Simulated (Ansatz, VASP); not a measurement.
# One calculation of CdTe, two programs

Contents of POSCAR:

```
CdTe
1.0
    0.0000000000      2.9501069615      3.2778966239
    3.2778966239      0.0000000000      3.2778966239
    3.2778966239      2.9501069615      0.0000000000
Cd Te
1 1
Direct
    0.0000000000      0.0000000000      0.0000000000
    0.7500000000      0.7500000000      0.7500000000
```

Contents of INCAR.step1:

```
SYSTEM = CdTe
  PREC = Accurate
  ENCUT = 520
  ISMEAR = 0
  SIGMA = 0.05
  LREAL = .FALSE.
  LASPH = .TRUE.
  NELM = 60
  NBANDS = 16
  GGA = PE
  ALGO = Normal
  EDIFF = 1E-4
  LWAVE = .TRUE.
  LCHARG = .FALSE.
```

Contents of INCAR.step2:

```
SYSTEM = CdTe
  PREC = Accurate
  ENCUT = 520
  EDIFF = 1E-6
  ISMEAR = 0
  SIGMA = 0.05
  LREAL = .FALSE.
  LASPH = .TRUE.
  NELM = 60
  ALGO = Normal
  ISIF = 2
  LWAVE = .FALSE.
  LCHARG = .FALSE.
  METAGGA = R2SCAN
  LMIXTAU = .TRUE.
  NBANDS = 16
  ISTART = 1
```

KPOINTS

```
regular mesh
0
G
  8 8 8
  0 0 0
```

Input for Ansatz:

```yaml
crystal:
  lattice:
    - [0.0, 2.9501069615, 3.2778966239]
    - [3.2778966239, 0.0, 3.2778966239]
    - [3.2778966239, 2.9501069615, 0.0]
  atoms:
    - { symbol: Cd, position: [0.0, 0.0, 0.0] }
    - { symbol: Te, position: [0.75, 0.75, 0.75] }
basis:
  ecutwfc: 500
kpoints:
  mp_grid: { grid: [8, 8, 8] }
hamiltonian:
  xc: r2scan
scf:
  occupations: { method: gaussian, width: 0.05 }
output:
  forces: true
  stress: true
  eigenvalues: true
```

Change from the starting cell: strain -0.1000 x Voigt [0, 1, 0, 0, 0, 0], atoms carried along.

Alike in both runs: task single point; functional r2SCAN; k mesh 8 × 8 × 8; occupations gaussian, width 0.05 eV; no spin polarisation.

|  | VASP | Ansatz |
| --- | --- | --- |
| version | VASP 6.6.1 | Ansatz 0.2.0 |
| potentials or method | VASP PAW PBE potentials, release 64 (Cd, Te), cutoff 520 eV | scalar-relativistic, plane waves, PAW |
| valence electrons in the cell | 18 | 36 |

Ansatz gave:

| Quantity | Value |
| --- | --- |
| gap on the k mesh at the Fermi level (eV) | 1.29 |
| least direct gap on the mesh (eV) | 1.29 |
| pressure (GPa) | 5.2 |
| traceless stress, the component that is largest in VASP (GPa) | 0.58 |

Q: What did VASP give for the same quantities?

A: gap on the k mesh at the Fermi level (eV): 1.29; least direct gap on the mesh (eV): 1.29; pressure (GPa): 5.4; traceless stress, the component that is largest in VASP (GPa): 0.58.

VASP's potentials were made for PBE, not for r2SCAN. With one functional, cell and mesh, what is left measures potentials, basis and numerics. VASP's potentials hold 18 valence electrons a cell and Ansatz's 36, so a difference there can come from the potentials and not from the codes.

Spin-orbit coupling is off throughout.
